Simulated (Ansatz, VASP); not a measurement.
Zn: VASP beside Ansatz

```
CELL_PARAMETERS angstrom
0.00000 2.00331 2.00331
2.00331 0.00000 2.00331
2.00331 2.00331 0.00000
ATOMIC_POSITIONS crystal
Zn 0.00000 0.00000 0.00000
```

Alike in both runs: task single point; functional r2SCAN; k mesh 12 × 12 × 12; occupations fermi-dirac, width 0.05 eV; no spin polarisation.

|  | VASP | Ansatz |
| --- | --- | --- |
| version | VASP 6.6.1 | Ansatz 0.2.0 |
| potentials or method | VASP PAW PBE potentials, release 64 (Zn) | Ansatz PAW |
| plane-wave cutoff (eV) | 520 | 500 |
| valence electrons in the cell | 12 | 12 |

Ansatz gave:

```
gap on the k mesh at the Fermi level (eV) : none
pressure (GPa)                            : -7.6
```

Q: What did VASP give for the same quantities?

A: gap on the k mesh at the Fermi level (eV): none; pressure (GPa): -7.3.

VASP's potentials were made for PBE, not for r2SCAN. A gap of «none» marks a metal or a gap that the smearing closes.
